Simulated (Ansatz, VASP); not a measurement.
PbSe: VASP beside Ansatz

INCAR

```
SYSTEM = PbSe
ALGO = Normal ; EDIFF = 1E-8
ENCUT = 520 ; GGA = PS
ISIF = 2 ; ISMEAR = -1
LASPH = .True. ; LCHARG = .False.
LEFG = .True. ; LREAL = .False.
LWAVE = .False. ; NBANDS = 17
NELM = 60 ; PREC = Accurate
SIGMA = 0.02
```

KPOINTS

```
k-points
0
Gamma
  7 7 7
  0 0 0
```

File POSCAR:

```
PbSe
1.0
    0.0000000000      3.0621500000      3.0927715000
    3.0621500000      0.0000000000      3.0927715000
    3.0621500000      3.0621500000      0.0000000000
Pb Se
1 1
Direct
    0.0000000000      0.0000000000      0.0000000000
    0.5000000000      0.5000000000      0.5000000000
```

Input for Ansatz:

```yaml
crystal:
  lattice:
    - [0.0, 3.06215, 3.0927715]
    - [3.06215, 0.0, 3.0927715]
    - [3.06215, 3.06215, 0.0]
  atoms:
    - { symbol: Pb, position: [0.0, 0.0, 0.0] }
    - { symbol: Se, position: [0.5, 0.5, 0.5] }
kpoints:
  mp_grid: { grid: [7, 7, 7] }
scf:
  occupations: { method: fermi_dirac, width: 0.02 }
hamiltonian:
  xc: pbesol
  pseudopotentials: { kind: paw }
output:
  forces: true
  stress: true
  eigenvalues: true
  efg: { contact_densities: true }
```

Change from the starting cell: zz strain of +1 %, PAW files.

Alike in both runs: task electric field gradients; functional PBEsol; k mesh 7 × 7 × 7; occupations fermi-dirac, width 0.02 eV; no spin polarisation.

|  | VASP | Ansatz |
| --- | --- | --- |
| version | VASP 6.6.1 | Ansatz 0.2.0 |
| potentials or method | VASP PAW PBE potentials, release 64 (Pb_d, Se) | PAW with Ansatz's default frozen-core files, scalar-relativistic |
| plane-wave cutoff (eV) | 520 | 420 |
| valence electrons in the cell | 20 | 30 |

|  | VASP | Ansatz | Ansatz less VASP |
| --- | --- | --- | --- |
| gap on the k mesh at the Fermi level (eV) | 0.83 | 0.83 | -0.001 |
| pressure (GPa) | -1.1 | -1.1 | 0.00 |
| traceless stress, the component that is largest in VASP (GPa) | -0.74 | -0.74 | +0.003 |
| size of Vzz on the site where it differs most (V/Å²) | 29.9 | 31.8 | +1.83 |

VASP's potentials were made for PBE, not for PBEsol. The functional is the same, so the differences come from potentials, cutoffs and numerics. VASP's potentials hold 20 valence electrons a cell and Ansatz's 30, so a difference there can come from the potentials and not from the codes.

Neither program's run includes spin-orbit coupling.
